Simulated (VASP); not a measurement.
# H4C in VASP: further runs

H4C is run at these levels: PBE+D3(BJ); tasks: single point, relaxation of the atoms.

Everything below comes from runs of VASP 6.6.1. Logs are shortened: lines on timing, memory, paths and dates and some standing lists are left out, and cuts for length are marked.

**1. The cell of the first run**

The cell holds an amorphous packing of atoms, 30 atoms: a = 7.891 Å, b = 7.891 Å, c = 7.891 Å, α = 90.00°, β = 90.00°, γ = 90.00°.

**2. Single point, PBE+D3(BJ)**

Contents of INCAR:

```
PREC = Accurate ; ENCUT = 520
EDIFF = 1E-6 ; ISMEAR = -1
SIGMA = 0.02 ; LREAL = F
LASPH = T ; NELM = 120
ALGO = Normal ; ISIF = 2
LWAVE = F ; LCHARG = F
GGA = PE ; IVDW = 12
NBANDS = 45 ; GGA_COMPAT = F
```

Contents of KPOINTS:

```
regular mesh
0
Gamma
  1 1 1
```

Contents of POSCAR:

```
H4C
1.0
    7.8912360000      0.0000000000      0.0000000000
    0.0000000000      7.8912360000      0.0000000000
    0.0000000000      0.0000000000      7.8912360000
C H
6 24
Direct
    0.2387854000      0.3448524000      0.5434918000
    0.1712652000      0.7785443000      0.9560121000
    0.7969218000      0.9786541000      0.9238565000
    0.0787390000      0.3477595000      0.0443215000
    0.7955605000      0.6690918000      0.6683590000
    0.8740806000      0.9483920000      0.3739045000
    0.3250867000      0.4076272000      0.6311216000
    0.1875722000      0.2311719000      0.6028343000
    0.3070817000      0.3100400000      0.4286385000
    0.1354010000      0.4305706000      0.5113729000
    0.0455420000      0.7948106000      1.0107537000
    0.2206647000      0.6542389000      0.9902967000
    0.2556013000      0.8765570000      1.0044733000
    0.1632527000      0.7885706000      0.8185244000
    0.8723108000      1.0557008000      1.0101577000
    0.6906309000      0.9233139000      0.9924660000
    0.8754788000      0.8778311000      0.8715965000
    0.7492670000      1.0577706000      0.8212058000
    0.0366919000      0.2428057000     -0.0349521000
    0.1411830000      0.4426254000     -0.0342201000
    0.1674046000      0.3010459000      0.1393152000
   -0.0303234000      0.4045611000      0.1071429000
    0.7459287000      0.7964718000      0.6878162000
    0.7213418000      0.6051409000      0.5710480000
    0.7875495000      0.5980300000      0.7864844000
    0.9274222000      0.6767245000      0.6280873000
    0.7923021000      0.9000716000      0.2736799000
    0.8883421000      0.8522809000      0.4720210000
    0.8176919000      1.0619660000      0.4285748000
    0.9979863000      0.9792494000      0.3213425000
```

Potentials or basis: VASP PAW PBE potentials, release 64 (C, H).

The run is started by

```
$ cat potpaw_PBE.64/C/POTCAR potpaw_PBE.64/H/POTCAR > POTCAR
$ mpirun -np 1 vasp_gam > vasp.out
```

OUTCAR:

```text
PREC = Accurate
   ENCUT = 520
   EDIFF = 1E-6
   ISMEAR = -1
   LREAL = F
   LASPH = T
   NELM = 120
   ISIF = 2
   GGA = PE
   IVDW = 12
 IVDW          = 12

 ion  position               nearest neighbor table
   1  0.239  0.345  0.543-  10 1.09   9 1.09   7 1.09   8 1.09
   2  0.171  0.779  0.956-  13 1.09  11 1.09  12 1.09  14 1.09
   3  0.797  0.979  0.924-  16 1.09  18 1.09  17 1.09  15 1.09
   4  0.079  0.348  0.044-  21 1.09  22 1.09  19 1.09  20 1.09
   5  0.796  0.669  0.668-  23 1.09  24 1.09  25 1.09  26 1.09
   6  0.874  0.948  0.374-  27 1.09  30 1.09  29 1.09  28 1.09
   7  0.325  0.408  0.631-   1 1.09
   8  0.188  0.231  0.603-   1 1.09
   9  0.307  0.310  0.429-   1 1.09
  10  0.135  0.431  0.511-   1 1.09
  11  0.046  0.795  0.011-   2 1.09
  12  0.221  0.654  0.990-   2 1.09
[... 16 lines left out ...]
  29  0.818  0.062  0.429-   6 1.09
  30  0.998  0.979  0.321-   6 1.09

  LATTYP: Found a simple cubic cell.
 ALAT       =     7.8912360000

  Lattice vectors:

 A1 = (   7.8912360000,   0.0000000000,   0.0000000000)
 A2 = (   0.0000000000,   7.8912360000,   0.0000000000)
 A3 = (   0.0000000000,   0.0000000000,   7.8912360000)

Analysis of symmetry for initial positions (statically):
=====================================================================
 Subroutine PRICEL returns:
 Original cell was already a primitive cell.

 Routine SETGRP: Setting up the symmetry group for a
 simple cubic supercell.

 Subroutine GETGRP returns: Found  1 space group operations
 (whereof  1 operations were pure point group operations)
 out of a pool of 48 trial point group operations.

The static configuration has the point symmetry C_1 .

Analysis of symmetry for dynamics (positions and initial velocities):
=====================================================================
 Subroutine PRICEL returns:
 Original cell was already a primitive cell.

 Routine SETGRP: Setting up the symmetry group for a
 simple cubic supercell.

 Subroutine GETGRP returns: Found  1 space group operations
 (whereof  1 operations were pure point group operations)
 out of a pool of 48 trial point group operations.

The dynamic configuration has the point symmetry C_1 .

 Subroutine INISYM returns: Found  1 space group operations
 (whereof  1 operations are pure point group operations),
 and found     1 'primitive' translations

----------------------------------------------------------------------------------------

                                     Primitive cell

  volume of cell :     491.3999

  direct lattice vectors                    reciprocal lattice vectors
     7.891236000  0.000000000  0.000000000     0.126722861  0.000000000  0.000000000
     0.000000000  7.891236000  0.000000000     0.000000000  0.126722861  0.000000000
     0.000000000  0.000000000  7.891236000     0.000000000  0.000000000  0.126722861

  length of vectors
     7.891236000  7.891236000  7.891236000     0.126722861  0.126722861  0.126722861

  position of ions in fractional coordinates (direct lattice)
     0.238785400  0.344852400  0.543491800
     0.171265200  0.778544300  0.956012100
     0.796921800  0.978654100  0.923856500
     0.078739000  0.347759500  0.044321500
     0.795560500  0.669091800  0.668359000
     0.874080600  0.948392000  0.373904500
[... 22 lines left out ...]
     0.817691900  0.061966000  0.428574800
     0.997986300  0.979249400  0.321342500

  ion indices of the primitive-cell ions
   primitive index   ion index
                 1           1
                 2           2
                 3           3
                 4           4
                 5           5
                 6           6
[... 22 lines left out ...]
                29          29
                30          30

----------------------------------------------------------------------------------------

 KPOINTS: regular mesh

Automatic generation of k-mesh.
 Grid dimensions read from file:
 generate k-points for:    1    1    1

 Generating k-lattice:

  Cartesian coordinates                     Fractional coordinates (reciprocal lattice)
     0.126722861  0.000000000  0.000000000     1.000000000  0.000000000  0.000000000
     0.000000000  0.126722861  0.000000000     0.000000000  1.000000000  0.000000000
     0.000000000  0.000000000  0.126722861     0.000000000  0.000000000  1.000000000

  Length of vectors
     0.126722861  0.126722861  0.126722861

  Shift w.r.t. Gamma in fractional coordinates (k-lattice)
     0.000000000  0.000000000  0.000000000

 Subroutine IBZKPT returns following result:
 ===========================================

 Found      1 irreducible k-points:

 Following reciprocal coordinates:
            Coordinates               Weight
  0.000000  0.000000  0.000000      1.000000
   k-points           NKPTS =      1   k-points in BZ     NKDIM =      1   number of bands    NBANDS=     45
   number of dos      NEDOS =    301   number of ions     NIONS =     30
   total plane-waves  NPLWV = 216000
   dimension x,y,z NGX =    60 NGY =   60 NGZ =   60
   dimension x,y,z NGXF=   120 NGYF=  120 NGZF=  120
   ions per type =               6  24
   NGX,Y,Z   is equivalent  to a cutoff of  12.64, 12.64, 12.64 a.u.
   NGXF,Y,Z  is equivalent  to a cutoff of  25.28, 25.28, 25.28 a.u.
 SYSTEM =  unknown system
   PREC   = accura    normal or accurate (medium, high low for compatibility)
   ISTART =      0    job   : 0-new  1-cont  2-samecut
   ICHARG =      2    charge: 1-file 2-atom 10-const
   ISPIN  =      1    spin polarized calculation?
   LNONCOLLINEAR =      F non collinear calculations
   LSORBIT =      F    spin-orbit coupling
   LASPH  =      T    aspherical Exc in radial PAW
   ENCUT  =  520.0 eV  38.22 Ry    6.18 a.u.  14.67 14.67 14.67*2*pi/ulx,y,z
   NELM   =    120;   NELMIN=  2; NELMDL= -5     # of ELM steps
   EDIFF  = 0.1E-05   stopping-criterion for ELM
   LREAL  =      F    real-space projection
   EDIFFG = 0.1E-04   stopping-criterion for IOM
   NSW    =      0    number of steps for IOM
   IBRION =     -1    ionic relax: 0-MD 1-quasi-New 2-CG
   NFREE  =      0    steps in history (QN), initial steepest desc. (CG)
   ISIF   =      2    stress and relaxation
   ISYM   =      2    0-nonsym 1-usesym 2-fastsym
   POTIM  = 0.5000    time-step for ionic-motion
   TEBEG  =    0.0;   TEEND  =   0.0 temperature during run
   PSTRESS=    0.0 pullay stress
   NELECT =      48.0000    total number of electrons
   NUPDOWN=      -1.0000    fix difference up-down
   EMIN   =  10.00;   EMAX   =-10.00  energy-range for DOS
   EFERMI =   0.00;   METHOD = LEGACY
   ISMEAR =    -1;   SIGMA  =   0.02  broadening in eV -4-tet -1-fermi 0-gaus
   EFERMI_NEDOS =   21; number of points for ismear=-14 and -15
   IALGO  =     38    algorithm
   IMIX   =      4    mixing-type and parameters
     AMIX     =   0.40;   BMIX     =  1.00
     AMIX_MAG =   1.60;   BMIX_MAG =  1.00
  volume/ion in A,a.u.               =      16.38       110.54
  Fermi-wavevector in a.u.,A,eV,Ry     =   0.753952  1.424762  7.734140  0.568443
  Thomas-Fermi vector in A             =   1.851508
   LORBIT       =      0    0 simple, 1 ext, 2 COOP (PROOUT), +10 PAW based schemes
   GGA     = PE    functional components
   LHFCALC =     F    Hartree Fock is set to
   AEXX    =    0.0000 exact exchange contribution
   IVDW    =    12    specifies the selected vdW correction
   LEPSILON=     F    determine dielectric tensor
   LRPA    =     F    only Hartree local field effects (RPA)
 non-spin polarized calculation
  energy-cutoff  :      520.00
  volume of cell :      491.40
 maximum number of plane-waves:      6603
 NGX is ok and might be reduce to    60
   NGX = 29   NGY = 29   NGZ = 29

 number of electron      48.0000008 magnetization

 Free energy of the ion-electron system (eV)
  ---------------------------------------------------
  ext. energy  EPLUGINS =         0.00000000
  ---------------------------------------------------
  free energy    TOTEN  =      -143.65753136 eV

  energy without entropy =     -143.65753136  energy(sigma->0) =     -143.65753136

 E-fermi :  -6.3319     XC(G=0):  -4.6155

 val. band max:       -6.8586053256   @ k =   0.0000   0.0000   0.0000
 cond. band min:      -0.0082220695   @ k =   0.0000   0.0000   0.0000
 fundamental gap:      6.8503832561
 Fermi energy:        -6.3319348751

 k-point     1 :       0.0000    0.0000    0.0000
  band No.  band energies     occupation
      1     -15.9608      2.00000
      2     -15.6026      2.00000
      3     -15.4907      2.00000
      4     -15.3397      2.00000
      5     -15.2819      2.00000
      6     -15.2462      2.00000
[... 28 lines left out ...]
     35       3.4591      0.00000
     36       3.7409      0.00000
 [bands above 36 left out]

------------------------ aborting loop because EDIFF is reached ----------------------------------------

 Edisp (eV)   -0.65807

 E8    (eV) :    -0.1402

  FORCE on cell =-STRESS in cart. coord.  units (eV):
  Direction    XX          YY          ZZ          XY          YZ          ZX
  --------------------------------------------------------------------------------------
  -------------------------------------------------------------------------------------
  Total       2.05632     3.32728     3.15037     0.46289    -0.11451     0.44126
  in kB       6.70451    10.84839    10.27156     1.50923    -0.37334     1.43870
  external pressure =        9.27 kB  Pullay stress =        0.00 kB

 VOLUME and BASIS-vectors are now :
 -----------------------------------------------------------------------------
  energy-cutoff  :      520.00
  volume of cell :      491.40
      direct lattice vectors                 reciprocal lattice vectors
     7.891236000  0.000000000  0.000000000     0.126722861  0.000000000  0.000000000
     0.000000000  7.891236000  0.000000000     0.000000000  0.126722861  0.000000000
     0.000000000  0.000000000  7.891236000     0.000000000  0.000000000  0.126722861

 POSITION                                       TOTAL-FORCE (eV/Angst)
 -----------------------------------------------------------------------------------
      1.88431      2.72131      4.28882         0.017735     -0.007004      0.001285
      1.35149      6.14368      7.54412         0.170697     -0.043196      0.137812
      6.28870      7.72279      7.29037         0.059294      0.142070      0.055176
      0.62135      2.74425      0.34975         0.038554     -0.098127     -0.095388
      6.27796      5.27996      5.27418        -0.241277     -0.262753      0.004213
      6.89758      7.48399      2.95057         0.070241     -0.059559     -0.013258
[... 22 lines left out ...]
      6.45260      0.48899      3.38198        -0.079139      0.199904      0.084676
      7.87535      7.72749      2.53579         0.179719      0.082688     -0.125046
 -----------------------------------------------------------------------------------
    total drift:                               -0.000112     -0.000026      0.000182

  FREE ENERGIE OF THE ION-ELECTRON SYSTEM (eV)
  ---------------------------------------------------
  free  energy   TOTEN  =      -144.3155998796 eV

  energy  without entropy=     -144.3155998796  energy(sigma->0) =     -144.31559988
```

Wall time 29 s (1 thread of AMD EPYC 9R45 (Zen 5), shared host); peak memory 0.43 GiB.

What came out:

| Quantity | Value |
| --- | --- |
| Free energy | -144.3156 eV |
| Pressure | 0.9 GPa |
| Largest force | 0.357 eV/Å |
| Band gap on the k mesh | 6.85 eV |
| Dispersion energy per atom | -0.022 eV |

Forces on the atoms (eV/Å):
```
C    0.018 -0.007  0.001
C    0.171 -0.043  0.138
C    0.059  0.142  0.055
C    0.039 -0.098 -0.095
C   -0.241 -0.263  0.004
C    0.070 -0.060 -0.013
H    0.136  0.093  0.140
H   -0.083 -0.168  0.093
H    0.105 -0.041 -0.157
H   -0.165  0.124 -0.057
H    0.072 -0.094  0.123
H    0.141  0.054  0.034
H    0.126  0.176  0.053
H   -0.005  0.018 -0.213
H   -0.016  0.077  0.114
H   -0.184 -0.079  0.076
H   -0.099  0.252  0.105
H   -0.100  0.149 -0.155
H   -0.015 -0.064 -0.081
H   -0.030 -0.068 -0.081
H    0.102 -0.077  0.154
H   -0.154  0.103  0.097
H   -0.108 -0.121 -0.118
H   -0.077 -0.151 -0.185
H   -0.017 -0.136  0.200
H    0.188 -0.095  0.039
H   -0.075 -0.056 -0.085
H    0.043  0.150 -0.148
H   -0.079  0.200  0.085
H    0.180  0.083 -0.125
```

Caveat: the k points lie up to 0.80 Å⁻¹ apart.

(Continued in part 2 of 2.)
